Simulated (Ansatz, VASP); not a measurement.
## BiN: VASP beside Ansatz

File INCAR:

```
SYSTEM = BiN
PREC = Accurate
ENCUT = 600
EDIFF = 1E-7
ISMEAR = 0
SIGMA = 0.01
LREAL = .FALSE.
LASPH = .TRUE.
NELM = 80
ALGO = Normal
ISIF = 3
LWAVE = .FALSE.
LCHARG = .FALSE.
GGA = PE
IBRION = 2
NSW = 100
EDIFFG = -0.01
```

The input KPOINTS:

```
Automatic mesh
0
G
  12 12 12
  0 0 0
```

Contents of POSCAR:

```
BiN
1.0
    0.0000000000      2.5731450923      2.5731450923
    2.5731450923      0.0000000000      2.5731450923
    2.5731450923      2.5731450923      0.0000000000
Bi N
1 1
Direct
    0.0000000000      0.0000000000      0.0000000000
    0.5000000000      0.5000000000      0.5000000000
```

Input for Ansatz:

```yaml
crystal:
  lattice:
    - [0.0, 2.5731450923, 2.5731450923]
    - [2.5731450923, 0.0, 2.5731450923]
    - [2.5731450923, 2.5731450923, 0.0]
  atoms:
    - { symbol: Bi, position: [0.0, 0.0, 0.0] }
    - { symbol: "N", position: [0.5, 0.5, 0.5] }
basis:
  ecutwfc: 420
kpoints:
  mp_grid: { grid: [12, 12, 12] }
hamiltonian:
  xc: pbe
scf:
  occupations: { method: gaussian, width: 0.01 }
output:
  forces: true
  stress: true
  eigenvalues: true
relax:
  adjacent_minimum: "off"
  f_tol: 0.01
  max_steps: 80
  cell: { stress_tol: 0.05 }
```

Change from the starting cell: species swapped into the HfC type (Fm-3m, No. 225).

Alike in both runs: task relaxation of cell and atoms; functional PBE; k mesh 12 × 12 × 12; occupations gaussian, width 0.01 eV; no spin polarisation.

```csv
,VASP,Ansatz
version,VASP 6.6.1,Ansatz 0.2.0
potentials or method,"VASP PAW PBE potentials, release 64 (Bi_d, N), cutoff 600 eV","scalar-relativistic, plane waves, PAW"
valence electrons in the cell,20,20
```

```csv
,VASP,Ansatz,Ansatz less VASP
"gap on the k mesh at the Fermi level, each at its own relaxed structure (eV)",0.17,0.17,+0.002
relaxed volume (Å³/atom),17.01,17.03,+0.017
relaxed length of the cell vector where the two differ most in proportion (Å),3.637,3.638,+0.0012
```

Spin-orbit coupling is off throughout.
